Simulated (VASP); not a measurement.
A run of VASP 6.6.1:

Contents of INCAR:

```
  PREC = Accurate
  ENCUT = 520
  EDIFF = 1E-6
  ISMEAR = 0
  SIGMA = 0.05
  LREAL = False
  LASPH = True
  NELM = 60
  ALGO = Normal
  ISIF = 2
  LWAVE = False
  LCHARG = True
  LELF = True
  LVHAR = True
  NBANDS = 33
```

KPOINTS

```
Automatic mesh
0
Gamma
  8 8 10
```

POSCAR

```
TiO2
1.0
    4.3699373200      0.0000000000      0.0000000000
    0.0000000000      4.3699373200      0.0000000000
    0.0000000000      0.0000000000      3.1616496510
Ti O
2 4
Direct
    0.0000000000      0.0000000000      0.0000000000
    0.5000000000      0.5000000000      0.5000000000
    0.3039457556      0.3039457556      0.0000000000
    0.1960542444      0.8039457556      0.5000000000
    0.6960542444      0.6960542444      0.0000000000
    0.8039457556      0.1960542444      0.5000000000
```

Potentials or basis: VASP PAW LDA potentials, release 64 (Ti_sv, O).

Launch:

```bash
$ cat potpaw_LDA.64/Ti_sv/POTCAR potpaw_LDA.64/O/POTCAR > POTCAR
$ mpirun -np 1 vasp_std > vasp.out
```

Hardware: 1 thread of Intel(R) Xeon(R) 6975P-C (Granite Rapids), on a shared host.

Question: Estimate the wall time of this run.

Answer: Run time: 65 s on 1 thread of Intel(R) Xeon(R) 6975P-C (Granite Rapids), with other jobs on the host, peak memory 0.24 GiB. Counts: scf iterations 16, k points 90.
